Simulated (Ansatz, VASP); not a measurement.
**Two plane-wave programs on Si2W**

```
Si W
1.0
     4.61440    0.00000    0.00000
    -2.30720    3.99619    0.00000
     0.00000    0.00000    6.64689
Si W
6 3
Direct
  0.86762 0.73525 0.50000
  0.13238 0.86762 0.83333
  0.73525 0.86762 0.16667
  0.13238 0.26475 0.50000
  0.86762 0.13238 0.83333
  0.26475 0.13238 0.16667
  0.00000 0.50000 0.16667
  0.50000 0.50000 0.83333
  0.50000 0.00000 0.50000
```

Alike in both runs: task single point; functional PBE; k mesh 9 × 9 × 6; occupations gaussian, width 0.03 eV; no spin polarisation.

|  | VASP | Ansatz |
| --- | --- | --- |
| version | VASP 6.6.1 | Ansatz 0.2.0 |
| potentials or method | VASP PAW PBE potentials, release 64 (Si, W_sv), cutoff 520 eV | scalar-relativistic, plane waves, PAW |
| valence electrons in the cell | 66 | 66 |

|  | VASP | Ansatz | Ansatz less VASP |
| --- | --- | --- | --- |
| gap on the k mesh at the Fermi level (eV) | none | none | - |
| pressure (GPa) | 11.3 | 11.4 | +0.08 |
| traceless stress, the component that is largest in VASP (GPa) | -10.71 | -10.72 | -0.004 |
| rms of the force components (eV/Å) | 3.009 | 3.024 | +0.0159 |

Atom by atom the forces differ by 0.016 eV/Å (rms over components). A gap of «none» marks a metal or a gap that the smearing closes.

Spin-orbit coupling is off throughout.
